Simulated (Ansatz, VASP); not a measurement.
One calculation of GaN, two programs

INCAR

```
SYSTEM = GaN
PREC = Accurate
ENCUT = 600
EDIFF = 1E-7
ISMEAR = 0
SIGMA = 0.01
LREAL = .False.
LASPH = .True.
NELM = 60
ALGO = Normal
ISIF = 3
LWAVE = .False.
LCHARG = .False.
GGA = PE
IBRION = 2
NSW = 80
EDIFFG = -0.002
```

Contents of KPOINTS:

```
regular mesh
0
Gamma
  8 8 5
  0 0 0
```

Contents of POSCAR:

```
GaN
1.0
    3.1900000000      0.0000000000      0.0000000000
   -1.5950000000      2.7626210380      0.0000000000
    0.0000000000      0.0000000000      5.1900000000
Ga N
2 2
Direct
    0.3333333330      0.6666666670      0.0000000000
    0.6666666670      0.3333333330      0.5000000000
    0.3333333330      0.6666666670      0.3770000000
    0.6666666670      0.3333333330      0.8770000000
```

Input for Ansatz:

```yaml
crystal:
  lattice:
    - [3.19, 0.0, 0.0]
    - [-1.595, 2.762621038, 0.0]
    - [0.0, 0.0, 5.19]
  atoms:
    - { symbol: Ga, position: [0.333333333, 0.666666667, 0.0] }
    - { symbol: Ga, position: [0.666666667, 0.333333333, 0.5] }
    - { symbol: "N", position: [0.333333333, 0.666666667, 0.377] }
    - { symbol: "N", position: [0.666666667, 0.333333333, 0.877] }
scf:
  occupations: { method: fixed }
output:
  forces: true
  stress: true
  eigenvalues: true
  write_density: true
  write_potential: true
  elf: true
  volumetric_format: npy
hamiltonian:
  xc: pbe
kpoints:
  mp_grid: { grid: [8, 8, 5] }
basis:
  ecutwfc: 520
relax:
  f_tol: 0.002
  max_steps: 60
  cell: { stress_tol: 0.03 }
```

Alike in both runs: task relaxation of cell and atoms; functional PBE; k mesh 8 × 8 × 5; no spin polarisation.

```csv
,VASP,Ansatz
version,VASP 6.6.1,Ansatz 0.2.0
potentials or method,"VASP PAW PBE potentials, release 64 (Ga_d, N), cutoff 600 eV","scalar-relativistic, plane waves, PAW"
occupations,"gaussian, width 0.01 eV",fixed
valence electrons in the cell,36,36
```

```tsv
	VASP	Ansatz	Ansatz less VASP
gap on the k mesh at the Fermi level, each at its own relaxed structure (eV)	1.72	1.71	-0.003
relaxed volume (Å³/atom)	11.76	11.76	-0.001
relaxed cell length with the largest relative difference (Å)	5.243	5.243	-0.0003
```
